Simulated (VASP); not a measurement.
# Cr (Im-3m) in VASP: further runs

Cr is run at these levels: PBE; tasks: single point.

Program: VASP 6.6.1. These are calculated values, not measurements. Logs are shortened: lines on timing, memory, paths and dates and some standing lists are left out, and cuts for length are marked.

## Step 1: The cell of the first run

The structure is cubic, space group Im-3m (No. 229). Conventional cell: a = 2.969 Å, b = 2.969 Å, c = 2.969 Å, α = 90.00°, β = 90.00°, γ = 90.00°. Cr (site symmetry m-3m) has 14 Cr at 2.57 to 2.97 Å within 3.4 Å.

## Step 2: Single point, PBE, collinear spin, ferromagnetic start

INCAR

```
ALGO     = Normal         # electronic algorithm
EDIFF    = 1E-7           # SCF threshold, eV
ENCUT    = 520            # plane-wave cutoff, eV
GGA      = PE             # functional
ISIF     = 2              # what is computed and relaxed
ISMEAR   = -1             # smearing method
ISPIN    = 2              # spin polarisation
LASPH    = T              # aspherical terms in the spheres
LCHARG   = T              # write CHGCAR
LELF     = T              # ELF
LMAXMIX  = 4              # l up to which the mixer works
LORBIT   = 11             # projections on sites
LREAL    = F              # projectors in reciprocal space
LVHAR    = T            
LWAVE    = F              # write WAVECAR
MAGMOM   = 0.8            # initial moments
NBANDS   = 16             # bands
NELM     = 150            # most SCF steps
NUPDOWN  = 0.8            # fixed moment
PREC     = Accurate       # precision mode
SIGMA    = 0.05           # smearing width, eV
```

KPOINTS

```
k-points
0
Gamma
  10 10 10
```

POSCAR

```
Cr
1.0
   -1.4844496776      1.4844496776      1.4844496776
    1.4844496776     -1.4844496776      1.4844496776
    1.4844496776      1.4844496776     -1.4844496776
Cr
1
Direct
    0.0000000000      0.0000000000      0.0000000000
```

Potentials or basis: VASP PAW PBE potentials, release 64 (Cr_pv).

Run with:

```sh
cat potpaw_PBE.64/Cr_pv/POTCAR > POTCAR
mpirun -np 1 vasp_std > vasp.out
```

OUTCAR:

```text
EDIFF = 1E-7
   ENCUT = 520
   GGA = PE
   ISIF = 2
   ISMEAR = -1
   ISPIN = 2
   LASPH = T
   LORBIT = 11
   LREAL = F
   NELM = 150
   NUPDOWN = 0.8
   PREC = Accurate

 ion  position               nearest neighbor table
   1  0.000  0.000  0.000-

  LATTYP: Found a body centered cubic cell.
 ALAT       =     2.9688993552

  Lattice vectors:

 A1 = (  -1.4844496776,   1.4844496776,   1.4844496776)
 A2 = (   1.4844496776,  -1.4844496776,   1.4844496776)
 A3 = (   1.4844496776,   1.4844496776,  -1.4844496776)

Analysis of symmetry for initial positions (statically):
=====================================================================
 Subroutine PRICEL returns:
 Original cell was already a primitive cell.

 Routine SETGRP: Setting up the symmetry group for a
 body centered cubic supercell.

 Subroutine GETGRP returns: Found 48 space group operations
 (whereof 48 operations were pure point group operations)
 out of a pool of 48 trial point group operations.

The static configuration has the point symmetry O_h .

Analysis of symmetry for dynamics (positions and initial velocities):
=====================================================================
 Subroutine PRICEL returns:
 Original cell was already a primitive cell.

 Routine SETGRP: Setting up the symmetry group for a
 body centered cubic supercell.

 Subroutine GETGRP returns: Found 48 space group operations
 (whereof 48 operations were pure point group operations)
 out of a pool of 48 trial point group operations.

The dynamic configuration has the point symmetry O_h .

Analysis of structural, dynamic, and magnetic symmetry:
=====================================================================
 Subroutine PRICEL returns:
 Original cell was already a primitive cell.

 Routine SETGRP: Setting up the symmetry group for a
 body centered cubic supercell.

 Subroutine GETGRP returns: Found 48 space group operations
 (whereof 48 operations were pure point group operations)
 out of a pool of 48 trial point group operations.

The overall configuration has the point symmetry O_h .

 Subroutine INISYM returns: Found 48 space group operations
 (whereof 48 operations are pure point group operations),
 and found     1 'primitive' translations

----------------------------------------------------------------------------------------

                                     Primitive cell

  volume of cell :      13.0845

  direct lattice vectors                    reciprocal lattice vectors
    -1.484449678  1.484449678  1.484449678     0.000000000  0.336825160  0.336825160
     1.484449678 -1.484449678  1.484449678     0.336825160  0.000000000  0.336825160
     1.484449678  1.484449678 -1.484449678     0.336825160  0.336825160  0.000000000

  length of vectors
     2.571142263  2.571142263  2.571142263     0.476342709  0.476342709  0.476342709

  position of ions in fractional coordinates (direct lattice)
     0.000000000  0.000000000  0.000000000

  ion indices of the primitive-cell ions
   primitive index   ion index
                 1           1

----------------------------------------------------------------------------------------

 KPOINTS: k-points

Automatic generation of k-mesh.
 Grid dimensions read from file:
 generate k-points for:   10   10   10

 Generating k-lattice:

  Cartesian coordinates                     Fractional coordinates (reciprocal lattice)
     0.000000000  0.033682516  0.033682516     0.100000000  0.000000000  0.000000000
     0.033682516  0.000000000  0.033682516     0.000000000  0.100000000  0.000000000
     0.033682516  0.033682516  0.000000000     0.000000000  0.000000000  0.100000000

  Length of vectors
     0.047634271  0.047634271  0.047634271

  Shift w.r.t. Gamma in fractional coordinates (k-lattice)
     0.000000000  0.000000000  0.000000000

 Subroutine IBZKPT returns following result:
 ===========================================

 Found     47 irreducible k-points:

 Following reciprocal coordinates:
            Coordinates               Weight
  0.000000  0.000000  0.000000      1.000000
  0.100000  0.000000  0.000000     12.000000
  0.200000  0.000000  0.000000     12.000000
  0.300000  0.000000  0.000000     12.000000
  0.400000  0.000000  0.000000     12.000000
  0.500000  0.000000  0.000000      6.000000
[... 16 lines left out ...]
  0.300000  0.300000  0.100000      8.000000
 -0.300000  0.300000  0.100000     24.000000
 [... further k-points ...]
   k-points           NKPTS =     47   k-points in BZ     NKDIM =     47   number of bands    NBANDS=     16
   number of dos      NEDOS =    301   number of ions     NIONS =      1
   total plane-waves  NPLWV =   8000
   dimension x,y,z NGX =    20 NGY =   20 NGZ =   20
   dimension x,y,z NGXF=    40 NGYF=   40 NGZF=   40
   ions per type =               1
   NGX,Y,Z   is equivalent  to a cutoff of  12.93, 12.93, 12.93 a.u.
   NGXF,Y,Z  is equivalent  to a cutoff of  25.86, 25.86, 25.86 a.u.
 SYSTEM =  unknown system
   PREC   = accura    normal or accurate (medium, high low for compatibility)
   ISTART =      0    job   : 0-new  1-cont  2-samecut
   ICHARG =      2    charge: 1-file 2-atom 10-const
   ISPIN  =      2    spin polarized calculation?
   LNONCOLLINEAR =      F non collinear calculations
   LSORBIT =      F    spin-orbit coupling
   LASPH  =      T    aspherical Exc in radial PAW
   ENCUT  =  520.0 eV  38.22 Ry    6.18 a.u.   4.78  4.78  4.78*2*pi/ulx,y,z
   NELM   =    150;   NELMIN=  2; NELMDL= -5     # of ELM steps
   EDIFF  = 0.1E-06   stopping-criterion for ELM
   LREAL  =      F    real-space projection
   EDIFFG = 0.1E-05   stopping-criterion for IOM
   NSW    =      0    number of steps for IOM
   IBRION =     -1    ionic relax: 0-MD 1-quasi-New 2-CG
   NFREE  =      0    steps in history (QN), initial steepest desc. (CG)
   ISIF   =      2    stress and relaxation
   ISYM   =      2    0-nonsym 1-usesym 2-fastsym
   POTIM  = 0.5000    time-step for ionic-motion
   TEBEG  =    0.0;   TEEND  =   0.0 temperature during run
   PSTRESS=    0.0 pullay stress
   NELECT =      12.0000    total number of electrons
   NUPDOWN=       0.8000    fix difference up-down
   EMIN   =  10.00;   EMAX   =-10.00  energy-range for DOS
   EFERMI =   0.00;   METHOD = LEGACY
   ISMEAR =    -1;   SIGMA  =   0.05  broadening in eV -4-tet -1-fermi 0-gaus
   EFERMI_NEDOS =   21; number of points for ismear=-14 and -15
   IALGO  =     38    algorithm
   IMIX   =      4    mixing-type and parameters
     AMIX     =   0.40;   BMIX     =  1.00
     AMIX_MAG =   1.60;   BMIX_MAG =  1.00
  volume/ion in A,a.u.               =      13.08        88.30
  Fermi-wavevector in a.u.,A,eV,Ry     =   1.590559  3.005721 34.421077  2.529878
  Thomas-Fermi vector in A             =   2.689235
   LORBIT       =     11    0 simple, 1 ext, 2 COOP (PROOUT), +10 PAW based schemes
   GGA     = PE    functional components
   LHFCALC =     F    Hartree Fock is set to
   AEXX    =    0.0000 exact exchange contribution
   IVDW    =     0    specifies the selected vdW correction
   LEPSILON=     F    determine dielectric tensor
   LRPA    =     F    only Hartree local field effects (RPA)
 spin polarized calculation
  energy-cutoff  :      520.00
  volume of cell :       13.08
 maximum number of plane-waves:       370
   NGX =  9   NGY =  9   NGZ =  9

 number of electron      12.0000008 magnetization       0.8000001

 Free energy of the ion-electron system (eV)
  ---------------------------------------------------
  ext. energy  EPLUGINS =         0.00000000
  ---------------------------------------------------
  free energy    TOTEN  =        -9.15910586 eV

  energy without entropy =       -9.14272195  energy(sigma->0) =       -9.15091391

 E-fermi :   8.7776     XC(G=0): -12.9504

 val. band max:        9.6235692170   @ k =  -0.1000   0.1000   0.1000
 cond. band min:       8.7784493421   @ k =   0.5000   0.5000   0.2000
 fundamental gap:     -0.8451198749
 Fermi energy:         9.6560099541

 spin component 1

 k-point     1 :       0.0000    0.0000    0.0000
  band No.  band energies     occupation
      1     -33.8178      1.00000
      2     -33.8178      1.00000
      3     -33.8178      1.00000
      4       1.7672      1.00000
      5       8.2422      1.00000
      6       8.2422      1.00000
[... 8 lines left out ...]
     15      36.9307      0.00000
     16      40.2926      0.00000

 k-point     2 :       0.1000    0.0000    0.0000
  band No.  band energies     occupation
      1     -33.8781      1.00000
      2     -33.8369      1.00000
      3     -33.8179      1.00000
      4       2.1568      1.00000
      5       8.1075      1.00000
      6       8.2163      1.00000
[... 8 lines left out ...]
     15      37.0603      0.00000
     16      37.1573      0.00000

 k-point     3 :       0.2000    0.0000    0.0000
  band No.  band energies     occupation
      1     -34.0340      1.00000
      2     -33.8869      1.00000
      3     -33.8185      1.00000
      4       3.2244      1.00000
      5       7.7687      1.00000
      6       8.0757      1.00000
[... 8 lines left out ...]
     15      35.4920      0.00000
     16      36.0562      0.00000
[... 362 lines left out ...]
 k-point    23 :       0.3000    0.3000    0.1000
  band No.  band energies     occupation
      1     -34.2018      1.00000
      2     -34.2018      1.00000
      3     -33.9453      1.00000
      4       6.5484      1.00000
      5       7.2619      1.00000
      6       7.2619      1.00000
[... 8 lines left out ...]
     15      37.9757      0.00000
     16      44.6808      0.00000

 k-point    24 :      -0.3000    0.3000    0.1000
  band No.  band energies     occupation
      1     -34.2143      1.00000
      2     -33.9694      1.00000
      3     -33.8643      1.00000
      4       4.8271      1.00000
      5       7.6305      1.00000
      6       7.9199      1.00000
[... 8 lines left out ...]
     15      34.3313      0.00000
     16      36.6489      0.00000

 [... further k-points ...]

 spin component 2

 k-point     1 :       0.0000    0.0000    0.0000
  band No.  band energies     occupation
      1     -33.0723      1.00000
      2     -33.0723      1.00000
      3     -33.0723      1.00000
      4       2.0574      1.00000
      5       9.0124      0.00905
      6       9.0124      0.00904
[... 8 lines left out ...]
     15      37.0705      0.00000
     16      40.8408      0.00000

 k-point     2 :       0.1000    0.0000    0.0000
  band No.  band energies     occupation
      1     -33.1337      1.00000
      2     -33.0916      1.00000
      3     -33.0725      1.00000
      4       2.4479      1.00000
      5       8.8708      0.13417
      6       8.9766      0.01834
[... 8 lines left out ...]
     15      37.4250      0.00000
     16      37.6579      0.00000

 k-point     3 :       0.2000    0.0000    0.0000
  band No.  band energies     occupation
      1     -33.2924      1.00000
      2     -33.1420      1.00000
      3     -33.0732      1.00000
      4       3.5233      1.00000
      5       8.5158      0.99470
      6       8.7706      0.53498
[... 8 lines left out ...]
     15      35.8968      0.00000
     16      36.2787      0.00000
[... 362 lines left out ...]
 k-point    23 :       0.3000    0.3000    0.1000
  band No.  band energies     occupation
      1     -33.4629      1.00000
      2     -33.4629      1.00000
      3     -33.2022      1.00000
      4       7.1913      1.00000
      5       7.8228      1.00000
      6       7.8228      1.00000
[... 8 lines left out ...]
     15      38.2573      0.00000
     16      45.0486      0.00000

 k-point    24 :      -0.3000    0.3000    0.1000
  band No.  band energies     occupation
      1     -33.4757      1.00000
      2     -33.2255      1.00000
      3     -33.1198      1.00000
      4       5.1713      1.00000
      5       8.3627      0.99975
      6       8.4567      0.99837
[... 8 lines left out ...]
     15      34.7474      0.00000
     16      36.9680      0.00000

 [... further k-points ...]
[... 5 lines left out ...]
  --------------------------------------------------------------------------------------
  -------------------------------------------------------------------------------------
  Total       -1.5844660     -1.5844660     -1.5844660      0.0000000      0.0000000      0.0000000
  in kB     -194.0157891   -194.0157891   -194.0157891      0.0000000      0.0000000      0.0000000
  external PRESSURE =    -194.0157891 kB  Pullay stress =       0.0000000 kB

 VOLUME and BASIS-vectors are now :
 -----------------------------------------------------------------------------
  energy-cutoff  :      520.00
  volume of cell :       13.08
      direct lattice vectors                 reciprocal lattice vectors
    -1.484449678  1.484449678  1.484449678     0.000000000  0.336825160  0.336825160
     1.484449678 -1.484449678  1.484449678     0.336825160  0.000000000  0.336825160
     1.484449678  1.484449678 -1.484449678     0.336825160  0.336825160  0.000000000

 POSITION                                       TOTAL-FORCE (eV/Angst)
 -----------------------------------------------------------------------------------
      0.00000      0.00000      0.00000         0.000000      0.000000     -0.000000
 -----------------------------------------------------------------------------------
    total drift:                               -0.000000     -0.000000     -0.000000

  FREE ENERGIE OF THE ION-ELECTRON SYSTEM (eV)
  ---------------------------------------------------
  free  energy   TOTEN  =        -9.1591058593 eV

  energy  without entropy=       -9.1427219524  energy(sigma->0) =       -9.15091391

 total charge

# of ion       s       p       d       tot
------------------------------------------
    1        0.397   6.323   4.101  10.820

 magnetization (x)

# of ion       s       p       d       tot
------------------------------------------
    1        0.003   0.028   0.715   0.745
```

Wall time 17 s (1 thread of AMD EPYC 7R43 (Zen 3), shared host); peak memory 0.1 GiB.

Results:

```yaml
Free_energy: -9.1591 eV
Pressure: -19.4 GPa
Net_moment: 0.80 μB per cell
Site_moments: Cr +0.74 μB
Valence_electrons_inside_the_program's_atomic_spheres: Cr 10.82
```

Caveat: the total moment is fixed, so each spin has its own Fermi level.

(Continued in part 2 of 2.)
